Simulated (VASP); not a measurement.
# Mg4H in VASP: notebook

Runs on Mg4H. Level: PBE. Tasks: single point.

Everything below comes from runs of VASP 6.6.1. Logs are shortened: lines on timing, memory, paths and dates and some standing lists are left out, and cuts for length are marked.

**1. The cell of the first run**

The cell holds a slab with vacuum, 10 atoms: a = 6.420 Å, b = 5.138 Å, c = 21.664 Å, α = 90.00°, β = 90.00°, γ = 90.00°.

**2. Single point, PBE**

Input file INCAR:

```
SYSTEM = Mg4H
  ALGO = Normal
  DIPOL = 0.5 0.5 0.311
  EDIFF = 1E-7
  ENCUT = 520
  GGA = PE
  IDIPOL = 3
  ISIF = 2
  ISMEAR = 0
  LASPH = .TRUE.
  LCHARG = .FALSE.
  LDIPOL = .TRUE.
  LREAL = .FALSE.
  LWAVE = .FALSE.
  NBANDS = 20
  NELM = 100
  PREC = Accurate
  SIGMA = 0.1
```

Input file KPOINTS:

```
k-points
0
G
  4 5 1
  0 0 0
```

Input file POSCAR:

```
Mg4H
1.0
    6.4201385733      0.0000000000      0.0000000000
    0.0000000000      5.1379129567      0.0000000000
    0.0000000000      0.0000000000     21.6644777330
Mg H
8 2
Direct
    0.0000000000      0.7500000000      0.1846340378
    0.5000000000      0.7500000000      0.1846340378
    0.2500000000      0.2500000000      0.2274076137
    0.7500000000      0.2500000000      0.2274076137
    0.2500000000      0.7500000000      0.3173234500
    0.7500000000      0.7500000000      0.3173234500
    0.0000000000      0.2500000000      0.3537808678
    0.5000000000      0.2500000000      0.3537808678
    0.6993780397      0.0833333333      0.4737929924
    0.8006219603      0.0833333333      0.4737929924
```

Potentials or basis: VASP PAW PBE potentials, release 64 (Mg, H).

Run with:

```console
cat potpaw_PBE.64/Mg/POTCAR potpaw_PBE.64/H/POTCAR > POTCAR
mpirun -np 1 vasp_std > vasp.out
```

OUTCAR:

```text
SYSTEM = Mg4H
   EDIFF = 1E-7
   ENCUT = 520
   GGA = PE
   ISIF = 2
   ISMEAR = 0
   LASPH = .TRUE.
   LREAL = .FALSE.
   NELM = 100
   PREC = Accurate

 ion  position               nearest neighbor table
   1  0.000  0.750  0.185-   3 3.17   4 3.17   3 3.17   4 3.17   2 3.21   2 3.21   6 3.29   5 3.29

   2  0.500  0.750  0.185-   3 3.17   4 3.17   3 3.17   4 3.17   1 3.21   1 3.21   6 3.29   5 3.29

   3  0.250  0.250  0.227-   1 3.17   2 3.17   1 3.17   2 3.17   7 3.17   8 3.17   4 3.21   4 3.21
                             5 3.22   5 3.22
   4  0.750  0.250  0.227-   1 3.17   2 3.17   1 3.17   2 3.17   7 3.17   8 3.17   3 3.21   3 3.21
                             6 3.22   6 3.22
   5  0.250  0.750  0.317-   7 3.13   8 3.13   7 3.13   8 3.13   6 3.21   6 3.21   3 3.22   3 3.22
                             1 3.29   2 3.29
   6  0.750  0.750  0.317-   7 3.13   8 3.13   7 3.13   8 3.13   5 3.21   5 3.21   4 3.22   4 3.22
                             1 3.29   2 3.29
   7  0.000  0.250  0.354-   5 3.13   6 3.13   5 3.13   6 3.13   3 3.17   4 3.17   8 3.21   8 3.21

   8  0.500  0.250  0.354-   5 3.13   6 3.13   5 3.13   6 3.13   3 3.17   4 3.17   7 3.21   7 3.21

   9  0.699  0.083  0.474-  10 0.65
  10  0.801  0.083  0.474-   9 0.65

  LATTYP: Found a simple orthorhombic cell.
 ALAT       =     5.1379129567
 B/A-ratio  =     1.2495615686
 C/A-ratio  =     4.2165910391

  Lattice vectors:

 A1 = (   0.0000000000,  -5.1379129567,   0.0000000000)
 A2 = (   6.4201385733,   0.0000000000,   0.0000000000)
 A3 = (   0.0000000000,   0.0000000000,  21.6644777330)

Analysis of symmetry for initial positions (statically):
=====================================================================
 Subroutine PRICEL returns:
 Original cell was already a primitive cell.

 Routine SETGRP: Setting up the symmetry group for a
 simple orthorhombic supercell.

 Subroutine GETGRP returns: Found  2 space group operations
 (whereof  1 operations were pure point group operations)
 out of a pool of  8 trial point group operations.

The static configuration has the point symmetry C_1 .
 The point group associated with its full space group is C_1h.

Analysis of symmetry for dynamics (positions and initial velocities):
=====================================================================
 Subroutine PRICEL returns:
 Original cell was already a primitive cell.

 Routine SETGRP: Setting up the symmetry group for a
 simple orthorhombic supercell.

 Subroutine GETGRP returns: Found  2 space group operations
[... 119 lines left out ...]
   ISMEAR =     0;   SIGMA  =   0.10  broadening in eV -4-tet -1-fermi 0-gaus
   EFERMI_NEDOS =   21; number of points for ismear=-14 and -15
   IALGO  =     38    algorithm
   IMIX   =      4    mixing-type and parameters
     AMIX     =   0.40;   BMIX     =  1.00
     AMIX_MAG =   1.60;   BMIX_MAG =  1.00
  volume/ion in A,a.u.               =      71.46       482.25
  Fermi-wavevector in a.u.,A,eV,Ry     =   0.479887  0.906855  3.133310  0.230292
  Thomas-Fermi vector in A             =   1.477146
   LORBIT       =      0    0 simple, 1 ext, 2 COOP (PROOUT), +10 PAW based schemes
   GGA     = PE    functional components
   LHFCALC =     F    Hartree Fock is set to
   AEXX    =    0.0000 exact exchange contribution
   IVDW    =     0    specifies the selected vdW correction
   LEPSILON=     F    determine dielectric tensor
   LRPA    =     F    only Hartree local field effects (RPA)
 non-spin polarized calculation
 Gauss-broadening in eV      SIGMA  =   0.10
  energy-cutoff  :      520.00
  volume of cell :      714.63
 maximum number of plane-waves:     19292
 NGX is ok and might be reduce to    48
   NGX = 23   NGY = 19   NGZ = 81

 number of electron      18.0000000 magnetization

 dipolmoment           0.000000      0.000000     -0.040700 electrons x Angstroem

 Free energy of the ion-electron system (eV)
  ---------------------------------------------------
  ext. energy  EPLUGINS =         0.00000000
  ---------------------------------------------------
  free energy    TOTEN  =       -15.80191211 eV

  energy without entropy =      -15.76376992  energy(sigma->0) =      -15.78284101

 E-fermi :  -1.9160     XC(G=0):  -3.1605

 val. band max:       -1.9310398068   @ k =   0.0000   0.2000   0.0000
 cond. band min:      -1.8382571996   @ k =   0.5000   0.2000   0.0000
 fundamental gap:      0.0927826073
 Fermi energy:        -1.9159670306

 k-point     1 :       0.0000    0.0000    0.0000
  band No.  band energies     occupation
      1      -9.7102      2.00000
      2      -7.8827      2.00000
      3      -5.7569      2.00000
      4      -4.3803      2.00000
      5      -4.2675      2.00000
      6      -2.8731      2.00000
[... 196 lines left out ...]
     19       2.1382      0.00000
     20       2.3972      0.00000

------------------------ aborting loop because EDIFF is reached ----------------------------------------

 vacuum level on the upper side and lower side of the slab       (xc-potential included)        -0.144         0.054

  FORCE on cell =-STRESS in cart. coord.  units (eV):
  Direction    XX          YY          ZZ          XY          YZ          ZX
  --------------------------------------------------------------------------------------
  -------------------------------------------------------------------------------------
  Total        1.4175070     -2.9054532     -0.1221916      0.0000000     -0.0807207      0.0000000
  in kB        3.1780184     -6.5139601     -0.2739508      0.0000000     -0.1809740      0.0000000
  external PRESSURE =      -1.2032975 kB  Pullay stress =       0.0000000 kB

 VOLUME and BASIS-vectors are now :
 -----------------------------------------------------------------------------
  energy-cutoff  :      520.00
  volume of cell :      714.63
      direct lattice vectors                 reciprocal lattice vectors
     6.420138573  0.000000000  0.000000000     0.155759878  0.000000000  0.000000000
     0.000000000  5.137912957  0.000000000     0.000000000  0.194631557  0.000000000
     0.000000000  0.000000000 21.664477733     0.000000000  0.000000000  0.046158509

 POSITION                                       TOTAL-FORCE (eV/Angst)
 -----------------------------------------------------------------------------------
      0.00000      3.85343      4.00000         0.073817     -0.002491      0.193379
      3.21007      3.85343      4.00000        -0.073817     -0.002491      0.193379
      1.60503      1.28448      4.92667         0.000000      0.015928     -0.152474
      4.81510      1.28448      4.92667         0.000000     -0.016046     -0.091720
      1.60503      3.85343      6.87465         0.000000      0.009432      0.012819
      4.81510      3.85343      6.87465         0.000000     -0.020702     -0.067744
      0.00000      1.28448      7.66448         0.106108      0.028913     -0.161660
      3.21007      1.28448      7.66448        -0.106108      0.028913     -0.161660
      4.49010      0.42816     10.26448        -4.915226     -0.020728      0.117839
      5.14010      0.42816     10.26448         4.915226     -0.020728      0.117839
 -----------------------------------------------------------------------------------
    total drift:                               -0.000000      0.000049      0.000120

  FREE ENERGIE OF THE ION-ELECTRON SYSTEM (eV)
  ---------------------------------------------------
  free  energy   TOTEN  =       -15.8019121099 eV

  energy  without entropy=      -15.7637699170  energy(sigma->0) =      -15.78284101

 vacuum level on the upper side and lower side of the slab         1.525         1.736
```

stdout:

```text
POSCAR found type information on POSCAR MgH
 POSCAR found :  2 types and      10 ions
 scaLAPACK will be used
 LDA part: xc-table for (Slater+PW92), standard interpolation
 POSCAR, INCAR and KPOINTS ok, starting setup
 FFT: planning ... GRIDC
 FFT: planning ... GRID_SOFT
 FFT: planning ... GRID
 WAVECAR not read
 entering main loop
```

It took 4 min on 1 thread of Oxide Virtual Turin-like, shared host; peak memory 0.61 GiB.

What came out:

```
Free energy            : -15.8019 eV
Largest force          : 4.917 eV/Å
Band gap on the k mesh : zero (bands 9 and 10 overlap by 0.24 eV)
```

Forces in eV/Å, atoms in the order of the input:
```
Mg   0.074 -0.002  0.193
Mg  -0.074 -0.002  0.193
Mg   0.000  0.016 -0.152
Mg   0.000 -0.016 -0.092
Mg   0.000  0.009  0.013
Mg   0.000 -0.021 -0.068
Mg   0.106  0.029 -0.162
Mg  -0.106  0.029 -0.162
H   -4.915 -0.021  0.118
H    4.915 -0.021  0.118
```

**3. Single point, PBE**

Input file INCAR:

```
SYSTEM = Mg4H
ALGO     = Normal         ! electronic algorithm
DIPOL    = 0.5 0.5 0.321
EDIFF    = 1E-7           ! SCF threshold, eV
ENCUT    = 520            ! plane-wave cutoff, eV
GGA      = PE             ! functional
IDIPOL   = 3            
ISIF     = 2              ! what is computed and relaxed
ISMEAR   = 0              ! smearing method
LASPH    = .TRUE.         ! aspherical terms in the spheres
LCHARG   = .FALSE.        ! write CHGCAR
LDIPOL   = .TRUE.       
LREAL    = .FALSE.        ! projectors in reciprocal space
LWAVE    = .FALSE.        ! write WAVECAR
NBANDS   = 20             ! bands
NELM     = 80             ! most SCF steps
PREC     = Accurate       ! precision mode
SIGMA    = 0.1            ! smearing width, eV
```

KPOINTS is that of step 2.

Changes to POSCAR since step 2:

```diff
@@ -16,3 +16,3 @@
     0.5000000000      0.2500000000      0.3537808678
-    0.6993780397      0.0833333333      0.4737929924
-    0.8006219603      0.0833333333      0.4737929924
+    0.6993780397      0.0833333333      0.5199515018
+    0.8006219603      0.0833333333      0.5199515018
```

Potentials or basis: VASP PAW PBE potentials, release 64 (Mg, H).

Run with:

```console
cat potpaw_PBE.64/Mg/POTCAR potpaw_PBE.64/H/POTCAR > POTCAR
mpirun -np 1 vasp_std > vasp.out
```

Wall time 4.4 min (1 thread of Oxide Virtual Turin-like, shared host); peak memory 0.63 GiB.

It converged, with:

```yaml
Free_energy: -15.9063 eV
Largest_force: 4.884 eV/Å
Band_gap_on_the_k_mesh: zero (bands 9 and 10 overlap by 0.28 eV)
```

Forces in eV/Å, atoms in the order of the input:
```
Mg   0.013  0.000  0.189
Mg  -0.013  0.000  0.189
Mg   0.000  0.002 -0.113
Mg   0.000 -0.002 -0.104
Mg   0.000  0.001 -0.024
Mg   0.000 -0.002 -0.034
Mg   0.015  0.003 -0.065
Mg  -0.015  0.003 -0.065
H   -4.884 -0.002  0.013
H    4.884 -0.002  0.013
```

Levels at points of the mesh, in eV from the Fermi level:
```
           k point  band 7  band 8  band 9  band 10  band 11  band 12
(0.00, 0.00, 0.00)   -0.73   -0.51   -0.19    -0.05     1.20     1.55
(0.50, 0.00, 0.00)   -0.14    0.10    0.10     0.78     0.78     1.71
```

(Continued in part 2 of 2.)

The gap in the log of VASP goes by the Fermi energy; the results here count the filled bands.